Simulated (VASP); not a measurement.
Write the native input for VASP 6.6.1 that does the following.

* Task: single point
* Functional: PBE
* Potentials or basis: VASP PAW PBE potentials, release 64 (Be, Ir)
* Cutoff: 520 eV
* k mesh: 6 × 6 × 4
* Occupations: gaussian, width 0.1 eV
* Spin: no spin polarisation
* Dipole correction: no
* Further INCAR settings: ALGO = Normal; EDIFF = 1e-07; NBANDS = 39

The structure of BeIr3 lies in POSCAR:

```
BeIr3
1.0
    5.4257027499      0.0000000000      0.0000000000
   -2.7128513749      4.6987964148      0.0000000000
    0.0000000000      0.0000000000      4.2095713456
Be Ir
2 6
Direct
    0.3333333333      0.6666666667      0.2500000000
    0.6666666667      0.3333333333      0.7500000000
    0.8276798302      0.6553596604      0.2500000000
    0.1723201698      0.8276798302      0.7500000000
    0.3446403396      0.1723201698      0.2500000000
    0.1723201698      0.3446403396      0.7500000000
    0.8276798302      0.1723201698      0.2500000000
    0.6553596604      0.8276798302      0.7500000000
```

These files were run (other wordings do the same):

INCAR

```
PREC = Accurate ; ENCUT = 520
EDIFF = 1E-7 ; ISMEAR = 0
SIGMA = 0.1 ; LREAL = F
LASPH = T ; NELM = 60
ALGO = Normal ; ISIF = 2
LWAVE = F ; LCHARG = F
GGA = PE ; NBANDS = 39
```

KPOINTS

```
regular mesh
0
Gamma
  6 6 4
```

Potentials or basis: VASP PAW PBE potentials, release 64 (Be, Ir).

The run is started by

```console
$ cat potpaw_PBE.64/Be/POTCAR potpaw_PBE.64/Ir/POTCAR > POTCAR
$ mpirun -np 1 vasp_std > vasp.out
```

It gave:

| Quantity | Value |
| --- | --- |
| Pressure | 0.4 GPa |
| Largest force | 0.014 eV/Å |
| Band gap on the k mesh | zero (bands 29 and 30 overlap by 0.57 eV) |

Caveat: the k points lie up to 0.37 Å⁻¹ apart, too coarse for converged energies and pressures of a metal; spin-orbit coupling is left out, which moves the levels of the heavy elements.

Wall time 57 s on 1 thread of Intel(R) Xeon(R) 6975P-C (Granite Rapids), with other jobs on the host, peak memory 0.25 GiB.
